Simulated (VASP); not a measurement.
Write the native input for VASP 6.6.1 that does the following.

```yaml
Task: single point
Functional: PBE
Potentials_or_basis: VASP PAW PBE potentials, release 64 (Sb, C)
Cutoff: 520 eV
k_mesh: 4 × 4 × 4
Occupations: gaussian, width 0.1 eV
Spin: no spin polarisation
Dipole_correction: no
Further_INCAR_settings: ALGO = Normal; EDIFF = 1e-06; NBANDS = 28
```

The structure of SbC lies in POSCAR:

```
SbC
1.0
    5.2742655490      0.0000000000      0.0000000000
    0.0000000000      5.2742655490      0.0000000000
    0.0000000000      0.0000000000      5.2742655490
Sb C
4 4
Direct
    0.0000542575      0.0000542575      0.0000542575
    0.4999457425      0.9999457425      0.5000542575
    0.5000542575      0.4999457425      0.9999457425
    0.9999457425      0.5000542575      0.4999457425
    0.7500765393      0.7500765393      0.7500765393
    0.7499234607      0.2499234607      0.2500765393
    0.2500765393      0.7499234607      0.2499234607
    0.2499234607      0.2500765393      0.7499234607
```

These files were run (other wordings do the same):

INCAR

```
SYSTEM = SbC
PREC = Accurate
ENCUT = 520
EDIFF = 1E-6
ISMEAR = 0
SIGMA = 0.1
LREAL = .False.
LASPH = .True.
NELM = 60
ALGO = Normal
ISIF = 2
LWAVE = .False.
LCHARG = .False.
GGA = PE
NBANDS = 28
```

KPOINTS

```
regular mesh
0
Gamma
  4 4 4
  0 0 0
```

Potentials or basis: VASP PAW PBE potentials, release 64 (Sb, C).

Run with:

```console
$ cat potpaw_PBE.64/Sb/POTCAR potpaw_PBE.64/C/POTCAR > POTCAR
$ mpirun -np 1 vasp_std > vasp.out
```

Results of the run:

- Pressure: 0.3 GPa
- Band gap on the k mesh: zero (band 18 reaches 8.55 eV, above the bottom of band 19 at 6.57 eV)

Caveat: spin-orbit coupling is left out, which moves the levels of the heavy elements.

Run time: 20 s on 1 thread of Intel(R) Xeon(R) 6975P-C (Granite Rapids), on a shared host, peak memory 0.25 GiB.
